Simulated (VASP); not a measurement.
# BN (P6_3/mmc) in VASP: notebook

Aim: see how the results for BN move with the level of theory and the settings. Levels: PBEsol+D3(BJ), RPBE+D4, BLYP+D4. Tasks: relaxation of cell and atoms, single point.

Everything below comes from runs of VASP 6.6.1. Logs are shortened: lines on timing, memory, paths and dates and some standing lists are left out, and cuts for length are marked.

**1. The cell of the first run**

The structure is hexagonal, space group P6_3/mmc (No. 194). The conventional cell has a = 2.498 Å, b = 2.498 Å, c = 6.636 Å, α = 90.00°, β = 90.00°, γ = 120.00°. N (site symmetry -6m2) has 3 B at 1.44 Å within 1.9 Å. B (site symmetry -6m2) has 3 N at 1.44 Å within 1.9 Å.

**2. Relaxation of cell and atoms, PBEsol+D3(BJ)**

INCAR

```
PREC = Accurate
ENCUT = 600
EDIFF = 1E-6
ISMEAR = -1
SIGMA = 0.05
LREAL = F
LASPH = T
NELM = 60
ALGO = Normal
ISIF = 3
LWAVE = F
LCHARG = F
GGA = PS
IVDW = 12
IBRION = 2
NSW = 60
EDIFFG = -0.01
```

KPOINTS

```
regular mesh
0
Gamma
  12 12 4
```

POSCAR

```
BN
1.0
    2.4982400000      0.0000000000      0.0000000000
   -1.2491200000      2.1635393048      0.0000000000
    0.0000000000      0.0000000000      6.6357000000
N B
2 2
Direct
    0.6666666667      0.3333333333      0.2500000000
    0.3333333333      0.6666666667      0.7500000000
    0.6666666667      0.3333333333      0.7500000000
    0.3333333333      0.6666666667      0.2500000000
```

Potentials or basis: VASP PAW PBE potentials, release 64 (N, B).

Run with:

```
cat potpaw_PBE.64/N/POTCAR potpaw_PBE.64/B/POTCAR > POTCAR
mpirun -np 1 vasp_std > vasp.out
```

OUTCAR:

```text
PREC = Accurate
   ENCUT = 600
   EDIFF = 1E-6
   ISMEAR = -1
   LREAL = F
   LASPH = T
   NELM = 60
   ISIF = 3
   GGA = PS
   IVDW = 12
   IBRION = 2
   NSW = 60
   EDIFFG = -0.01
 IVDW          = 12

 ion  position               nearest neighbor table
   1  0.667  0.333  0.250-   4 1.44   4 1.44   4 1.44
   2  0.333  0.667  0.750-   3 1.44   3 1.44   3 1.44
   3  0.667  0.333  0.750-   2 1.44   2 1.44   2 1.44
   4  0.333  0.667  0.250-   1 1.44   1 1.44   1 1.44

  LATTYP: Found a hexagonal cell.
 ALAT       =     2.4982400000
 C/A-ratio  =     2.6561499296

  Lattice vectors:

 A1 = (   2.4982400000,   0.0000000000,   0.0000000000)
 A2 = (  -1.2491200000,   2.1635393048,   0.0000000000)
 A3 = (   0.0000000000,   0.0000000000,   6.6357000000)

Analysis of symmetry for initial positions (statically):
=====================================================================
 Subroutine PRICEL returns:
 Original cell was already a primitive cell.

 Routine SETGRP: Setting up the symmetry group for a
 hexagonal supercell.

 Subroutine GETGRP returns: Found 24 space group operations
 (whereof 12 operations were pure point group operations)
 out of a pool of 24 trial point group operations.

The static configuration has the point symmetry D_3d.
 The point group associated with its full space group is D_6h.

Analysis of symmetry for dynamics (positions and initial velocities):
=====================================================================
 Subroutine PRICEL returns:
 Original cell was already a primitive cell.

 Routine SETGRP: Setting up the symmetry group for a
 hexagonal supercell.

 Subroutine GETGRP returns: Found 24 space group operations
 (whereof 12 operations were pure point group operations)
 out of a pool of 24 trial point group operations.

The dynamic configuration has the point symmetry D_3d.
 The point group associated with its full space group is D_6h.

 Subroutine INISYM returns: Found 24 space group operations
 (whereof 12 operations are pure point group operations),
 and found     1 'primitive' translations

----------------------------------------------------------------------------------------

                                     Primitive cell

  volume of cell :      35.8662

  direct lattice vectors                    reciprocal lattice vectors
     2.498240000  0.000000000  0.000000000     0.400281798  0.231102804  0.000000000
    -1.249120000  2.163539305  0.000000000     0.000000000  0.462205608  0.000000000
     0.000000000  0.000000000  6.635700000     0.000000000  0.000000000  0.150700002

  length of vectors
     2.498240000  2.498240000  6.635700000     0.462205608  0.462205608  0.150700002

  position of ions in fractional coordinates (direct lattice)
     0.666666667  0.333333333  0.250000000
     0.333333333  0.666666667  0.750000000
     0.666666667  0.333333333  0.750000000
     0.333333333  0.666666667  0.250000000

  ion indices of the primitive-cell ions
   primitive index   ion index
                 1           1
                 2           2
                 3           3
                 4           4

----------------------------------------------------------------------------------------

 KPOINTS: regular mesh

Automatic generation of k-mesh.
 Grid dimensions read from file:
 generate k-points for:   12   12    4

 Generating k-lattice:

  Cartesian coordinates                     Fractional coordinates (reciprocal lattice)
     0.033356817  0.019258567  0.000000000     0.083333333 -0.000000000  0.000000000
     0.000000000  0.038517134  0.000000000     0.000000000  0.083333333  0.000000000
     0.000000000  0.000000000  0.037675000     0.000000000  0.000000000  0.250000000

  Length of vectors
     0.038517134  0.038517134  0.037675000

  Shift w.r.t. Gamma in fractional coordinates (k-lattice)
     0.000000000  0.000000000  0.000000000

 Subroutine IBZKPT returns following result:
 ===========================================

 Found     57 irreducible k-points:

 Following reciprocal coordinates:
            Coordinates               Weight
  0.000000  0.000000  0.000000      1.000000
  0.083333 -0.000000  0.000000      6.000000
  0.166667  0.000000  0.000000      6.000000
  0.250000  0.000000  0.000000      6.000000
  0.333333  0.000000  0.000000      6.000000
  0.416667  0.000000  0.000000      6.000000
[... 16 lines left out ...]
  0.250000  0.000000  0.250000     12.000000
  0.333333  0.000000  0.250000     12.000000
 [... further k-points ...]
   k-points           NKPTS =     57   k-points in BZ     NKDIM =     57   number of bands    NBANDS=     12
   number of dos      NEDOS =    301   number of ions     NIONS =      4
   total plane-waves  NPLWV =  21600
   dimension x,y,z NGX =    20 NGY =   20 NGZ =   54
   dimension x,y,z NGXF=    40 NGYF=   40 NGZF=  108
   ions per type =               2   2
   NGX,Y,Z   is equivalent  to a cutoff of  13.31, 13.31, 13.53 a.u.
   NGXF,Y,Z  is equivalent  to a cutoff of  26.62, 26.62, 27.06 a.u.
 SYSTEM =  unknown system
   PREC   = accura    normal or accurate (medium, high low for compatibility)
   ISTART =      0    job   : 0-new  1-cont  2-samecut
   ICHARG =      2    charge: 1-file 2-atom 10-const
   ISPIN  =      1    spin polarized calculation?
   LNONCOLLINEAR =      F non collinear calculations
   LSORBIT =      F    spin-orbit coupling
   LASPH  =      T    aspherical Exc in radial PAW
   ENCUT  =  600.0 eV  44.10 Ry    6.64 a.u.   4.99  4.99 13.25*2*pi/ulx,y,z
   NELM   =     60;   NELMIN=  2; NELMDL= -5     # of ELM steps
   EDIFF  = 0.1E-05   stopping-criterion for ELM
   LREAL  =      F    real-space projection
   EDIFFG = -.1E-01   stopping-criterion for IOM
   NSW    =     60    number of steps for IOM
   IBRION =      2    ionic relax: 0-MD 1-quasi-New 2-CG
   NFREE  =      1    steps in history (QN), initial steepest desc. (CG)
   ISIF   =      3    stress and relaxation
   ISYM   =      2    0-nonsym 1-usesym 2-fastsym
   POTIM  = 0.5000    time-step for ionic-motion
   TEBEG  =    0.0;   TEEND  =   0.0 temperature during run
   PSTRESS=    0.0 pullay stress
   NELECT =      16.0000    total number of electrons
   NUPDOWN=      -1.0000    fix difference up-down
   EMIN   =  10.00;   EMAX   =-10.00  energy-range for DOS
   EFERMI =   0.00;   METHOD = LEGACY
   ISMEAR =    -1;   SIGMA  =   0.05  broadening in eV -4-tet -1-fermi 0-gaus
   EFERMI_NEDOS =   21; number of points for ismear=-14 and -15
   IALGO  =     38    algorithm
   IMIX   =      4    mixing-type and parameters
     AMIX     =   0.40;   BMIX     =  1.00
     AMIX_MAG =   1.60;   BMIX_MAG =  1.00
  volume/ion in A,a.u.               =       8.97        60.51
  Fermi-wavevector in a.u.,A,eV,Ry     =   1.250891  2.363842 21.289433  1.564729
  Thomas-Fermi vector in A             =   2.384864
   LORBIT       =      0    0 simple, 1 ext, 2 COOP (PROOUT), +10 PAW based schemes
   GGA     = PS    functional components
   LHFCALC =     F    Hartree Fock is set to
   AEXX    =    0.0000 exact exchange contribution
   IVDW    =    12    specifies the selected vdW correction
   LEPSILON=     F    determine dielectric tensor
   LRPA    =     F    only Hartree local field effects (RPA)
 conjugate gradient relaxation of ions
 non-spin polarized calculation
  energy-cutoff  :      600.00
  volume of cell :       35.87
 maximum number of plane-waves:      1224
 NGX is ok and might be reduce to    20
   NGX =  9   NGY =  9   NGZ = 27

--------------------------------------- Ionic step        1  -------------------------------------------

 number of electron      15.9999998 magnetization

 Free energy of the ion-electron system (eV)
  ---------------------------------------------------
  ext. energy  EPLUGINS =         0.00000000
  ---------------------------------------------------
  free energy    TOTEN  =       -36.56981712 eV

  energy without entropy =      -36.56981712  energy(sigma->0) =      -36.56981712

------------------------ aborting loop because EDIFF is reached ----------------------------------------

 Edisp (eV)   -0.40586

 E8    (eV) :    -0.2025

  FORCE on cell =-STRESS in cart. coord.  units (eV):
  Direction    XX          YY          ZZ          XY          YZ          ZX
  --------------------------------------------------------------------------------------
  -------------------------------------------------------------------------------------
  Total       0.28488     0.28488    -0.26137     0.00000     0.00000     0.00000
  in kB      12.72569    12.72569   -11.67543     0.00000     0.00000     0.00000
  external pressure =        4.59 kB  Pullay stress =        0.00 kB
[... 103 lines left out ...]
  FREE ENERGIE OF THE ION-ELECTRON SYSTEM (eV)
  ---------------------------------------------------
  free  energy   TOTEN  =       -36.9763377808 eV

  energy  without entropy=      -36.9763377807  energy(sigma->0) =      -36.97633778

[... ionic steps 4 to 7 ...]

--------------------------------------- Ionic step        8  -------------------------------------------

 number of electron      16.0000000 magnetization

------------------------ aborting loop because EDIFF is reached ----------------------------------------

 Edisp (eV)   -0.42271

 E8    (eV) :    -0.2109
[... 73 lines left out ...]
  energy  without entropy=      -36.9813400698  energy(sigma->0) =      -36.98134007

--------------------------------------- Ionic step       10  -------------------------------------------

 number of electron      16.0000000 magnetization

 Free energy of the ion-electron system (eV)
  ---------------------------------------------------
  ext. energy  EPLUGINS =         0.00000000
  ---------------------------------------------------
  free energy    TOTEN  =       -36.55930898 eV

  energy without entropy =      -36.55930898  energy(sigma->0) =      -36.55930898

 E-fermi :   3.6538     XC(G=0): -10.6019

 val. band max:        2.6073242132   @ k =   0.3333   0.2500   0.0000
 cond. band min:       6.6757045641   @ k =   0.5000   0.0000   0.0000
 fundamental gap:      4.0683803509
 Fermi energy:         3.6537814461

 k-point     1 :       0.0000    0.0000    0.0000
  band No.  band energies     occupation
      1     -15.2731      2.00000
      2     -14.8536      2.00000
      3      -3.9586      2.00000
      4      -1.2842      2.00000
      5       1.2586      2.00000
      6       1.2586      2.00000
      7       1.3162      2.00000
      8       1.3162      2.00000
      9       7.9156      0.00000
     10      13.2758      0.00000
     11      14.0723      0.00000
     12      14.0723      0.00000
[... 331 lines left out ...]
 k-point    24 :       0.3333    0.0000    0.2500
  band No.  band energies     occupation
      1     -13.2111      2.00000
      2     -12.9958      2.00000
      3      -4.3419      2.00000
      4      -4.2517      2.00000
      5      -1.0139      2.00000
      6      -0.9477      2.00000
      7      -0.8224      2.00000
      8       0.7168      2.00000
      9       9.2826      0.00000
     10      10.0781      0.00000
     11      11.6367      0.00000
     12      12.7500      0.00000

 [... further k-points ...]

------------------------ aborting loop because EDIFF is reached ----------------------------------------

 Edisp (eV)   -0.42291

 E8    (eV) :    -0.2110

  FORCE on cell =-STRESS in cart. coord.  units (eV):
  Direction    XX          YY          ZZ          XY          YZ          ZX
  --------------------------------------------------------------------------------------
  -------------------------------------------------------------------------------------
  Total      -0.00063    -0.00063    -0.00367     0.00000    -0.00000     0.00000
  in kB      -0.02953    -0.02953    -0.17068     0.00000    -0.00000     0.00000
  external pressure =       -0.08 kB  Pullay stress =        0.00 kB
[... 19 lines left out ...]
  FREE ENERGIE OF THE ION-ELECTRON SYSTEM (eV)
  ---------------------------------------------------
  free  energy   TOTEN  =       -36.9822151206 eV

  energy  without entropy=      -36.9822151206  energy(sigma->0) =      -36.98221512

 reached required accuracy - stopping structural energy minimisation
```

Wall time 4.4 min (1 thread of AMD EPYC 7R13, shared host); peak memory 0.15 GiB.

What came out:

```yaml
Free_energy: -36.9822 eV
Relaxed_volume: 8.61 Å³/atom
Relaxed_cell: a = 2.501 Å, b = 2.501 Å, c = 6.357 Å, α = 90.00°, β = 90.00°, γ = 120.00°
Space_group_after_relaxing_to_0.1_Å: P6_3/mmc (No. 194)
Energy_gained_by_relaxing: 1.6 meV/atom
Ionic_steps: 10
Pressure_after_relaxing: 0.0 GPa
Band_gap_on_the_k_mesh: 4.07 eV (least direct gap 4.44 eV)
Dispersion_energy_per_atom: -0.106 eV
```

Step by step:
```tsv
step	energy change (eV)	largest force (eV/Å)	pressure (GPa)	volume (Å³)
1	0.0000	0.0000	0.46	35.87
2	0.0001	0.0000	-2.00	36.00
3	-0.0007	0.0000	-0.74	35.93
4	-0.0016	0.0000	-0.69	35.79
5	-0.0041	0.0000	-0.57	35.36
6	-0.0065	0.0000	-0.24	34.50
7	-0.0065	0.0000	-0.20	34.42
8	-0.0065	0.0000	-0.22	34.45
9	-0.0057	0.0000	1.44	34.33
10	-0.0065	0.0000	-0.01	34.44
```

Final structure:
```cif
data_structure
_symmetry_space_group_name_H-M 'P 1'
_symmetry_Int_Tables_number 1
_cell_length_a 2.5012
_cell_length_b 2.5012
_cell_length_c 6.3566
_cell_angle_alpha 90.000
_cell_angle_beta 90.000
_cell_angle_gamma 120.000
_cell_volume 34.44
loop_
_atom_site_label
_atom_site_type_symbol
_atom_site_fract_x
_atom_site_fract_y
_atom_site_fract_z
_atom_site_occupancy
N1 N 0.66667 0.33333 0.25000 1
N2 N 0.33333 0.66667 0.75000 1
B1 B 0.66667 0.33333 0.75000 1
B2 B 0.33333 0.66667 0.25000 1
```

Caveat: the PAW data sets were made with another functional, which shifts forces and pressure a little. A k mesh can miss the band edges.

**3. Relaxation of cell and atoms, RPBE+D4**

INCAR

```
ALGO = Normal
EDIFF = 1E-6
EDIFFG = -0.01
ENCUT = 600
GGA = RP
IBRION = 2
ISIF = 3
ISMEAR = -1
IVDW = 13
LASPH = T
LCHARG = F
LREAL = F
LWAVE = F
NELM = 60
NSW = 60
PREC = Accurate
SIGMA = 0.05
```

KPOINTS

```
k-points
0
Gamma
  12 12 4
```

POSCAR is that of step 2.

Potentials or basis: VASP PAW PBE potentials, release 64 (N, B).

Run with:

```
cat potpaw_PBE.64/N/POTCAR potpaw_PBE.64/B/POTCAR > POTCAR
mpirun -np 1 vasp_std > vasp.out
```

OUTCAR:

```text
EDIFF = 1E-6
   EDIFFG = -0.01
   ENCUT = 600
   GGA = RP
   IBRION = 2
   ISIF = 3
   ISMEAR = -1
   IVDW = 13
   LASPH = T
   LREAL = F
   NELM = 60
   NSW = 60
   PREC = Accurate

 ion  position               nearest neighbor table
   1  0.667  0.333  0.250-   4 1.44   4 1.44   4 1.44
   2  0.333  0.667  0.750-   3 1.44   3 1.44   3 1.44
   3  0.667  0.333  0.750-   2 1.44   2 1.44   2 1.44
   4  0.333  0.667  0.250-   1 1.44   1 1.44   1 1.44

  LATTYP: Found a hexagonal cell.
 ALAT       =     2.4982400000
 C/A-ratio  =     2.6561499296

  Lattice vectors:

 A1 = (   2.4982400000,   0.0000000000,   0.0000000000)
 A2 = (  -1.2491200000,   2.1635393048,   0.0000000000)
 A3 = (   0.0000000000,   0.0000000000,   6.6357000000)

[... 673 lines left out ...]

[... ionic steps 4 to 8 ...]

--------------------------------------- Ionic step        9  -------------------------------------------

 number of electron      15.9999999 magnetization

------------------------ aborting loop because EDIFF is reached ----------------------------------------
[... 79 lines left out ...]
--------------------------------------- Ionic step       11  -------------------------------------------

 number of electron      15.9999999 magnetization

 Free energy of the ion-electron system (eV)
  ---------------------------------------------------
  ext. energy  EPLUGINS =         0.00000000
  ---------------------------------------------------
  free energy    TOTEN  =       -33.57203870 eV

  energy without entropy =      -33.57203870  energy(sigma->0) =      -33.57203870

 E-fermi :   4.1577     XC(G=0): -10.3940

 val. band max:        3.1356952210   @ k =   0.3333   0.2500   0.0000
 cond. band min:       7.3356330140   @ k =   0.5000   0.0000   0.0000
 fundamental gap:      4.1999377930
 Fermi energy:         4.1577142179

 k-point     1 :       0.0000    0.0000    0.0000
  band No.  band energies     occupation
      1     -14.8870      2.00000
      2     -14.3645      2.00000
      3      -3.4722      2.00000
      4      -0.4222      2.00000
      5       1.7257      2.00000
      6       1.7257      2.00000
      7       1.8086      2.00000
      8       1.8086      2.00000
      9       9.1341      0.00000
     10      14.4335      0.00000
     11      14.5377      0.00000
     12      14.5377      0.00000
[... 380 lines left out ...]
  FREE ENERGIE OF THE ION-ELECTRON SYSTEM (eV)
  ---------------------------------------------------
  free  energy   TOTEN  =       -35.1915708598 eV

  energy  without entropy=      -35.1915708597  energy(sigma->0) =      -35.19157086

 reached required accuracy - stopping structural energy minimisation
```

OSZICAR:

```text
N       E                     dE             d eps       ncg     rms          rms(c)
DAV:   1     0.791700873896E+02    0.79170E+02   -0.90590E+03  1368   0.139E+03
DAV:   2    -0.318059659464E+02   -0.11098E+03   -0.10119E+03  2036   0.296E+02
DAV:   3    -0.370664169343E+02   -0.52605E+01   -0.52086E+01  1724   0.666E+01
[... 99 lines left out ...]
DAV:   2    -0.335722169920E+02    0.94833E-03   -0.16177E-03  1720   0.417E-01    0.104E-01
DAV:   3    -0.335720708689E+02    0.14612E-03   -0.41356E-04  1648   0.174E-01    0.331E-02
DAV:   4    -0.335720446908E+02    0.26178E-04   -0.64415E-05  1680   0.751E-02    0.155E-02
DAV:   5    -0.335720390139E+02    0.56769E-05   -0.12796E-05  1716   0.322E-02    0.623E-03
DAV:   6    -0.335720386965E+02    0.31736E-06   -0.10870E-06   784   0.114E-02
  11 F= -.35191571E+02 E0= -.35191571E+02  d E =-.354302E-04
```

CONTCAR:

```text
BN
   1.00000000000000
     2.5096134264496399   -0.0000000000000000   -0.0000000000000000
    -1.2548067132248200    2.1733889810341211    0.0000000000000000
    -0.0000000000000000    0.0000000000000000    6.1159462585393349
  N               B
     2     2
Direct
     0.6666666667000030    0.3333333332999970    0.2500000000000000
     0.3333333332999970    0.6666666667000030    0.7500000000000000
     0.6666666667000030    0.3333333332999970    0.7500000000000000
     0.3333333332999970    0.6666666667000030    0.2500000000000000

  0.00000000E+00  0.00000000E+00  0.00000000E+00
  0.00000000E+00  0.00000000E+00  0.00000000E+00
  0.00000000E+00  0.00000000E+00  0.00000000E+00
  0.00000000E+00  0.00000000E+00  0.00000000E+00
```

Run time: 3.8 min. Hardware: 1 thread of Intel Xeon 8259CL, shared host; peak memory 0.17 GiB.

What came out:

* Free energy: -35.1916 eV
* Relaxed volume: 8.34 Å³/atom
* Relaxed cell: a = 2.510 Å, b = 2.510 Å, c = 6.116 Å, α = 90.00°, β = 90.00°, γ = 120.00°
* Space group after relaxing (to 0.1 Å): P6_3/mmc (No. 194)
* Energy gained by relaxing: 7.3 meV/atom
* Ionic steps: 11
* Pressure after relaxing: 0.0 GPa
* Band gap on the k mesh: 4.20 eV (least direct gap 4.50 eV)
* Dispersion energy per atom: -0.405 eV

The path:
```csv
step,energy change (eV),largest force (eV/Å),pressure (GPa),volume (Å³)
1,0.0000,0.0000,2.84,35.87
2,0.0131,0.0000,-7.25,36.69
3,-0.0068,0.0000,-1.01,36.17
4,-0.0094,0.0000,-0.99,35.97
5,-0.0165,0.0000,-0.91,35.37
6,-0.0267,0.0000,-0.62,34.18
7,-0.0163,0.0000,0.76,31.80
8,-0.0290,0.0000,-0.36,33.57
9,-0.0291,0.0000,-0.28,33.38
10,-0.0269,0.0000,2.37,33.16
11,-0.0291,0.0000,0.00,33.36
```

Final structure:
```
CELL_PARAMETERS angstrom
2.50961 0.00000 0.00000
-1.25481 2.17339 0.00000
0.00000 0.00000 6.11595
ATOMIC_POSITIONS crystal
N 0.66667 0.33333 0.25000
N 0.33333 0.66667 0.75000
B 0.66667 0.33333 0.75000
B 0.33333 0.66667 0.25000
```

Caveat: the PAW data sets were made with another functional, which shifts forces and pressure a little. A k mesh can miss the band edges.

(Part 1 of 2 ends here.)
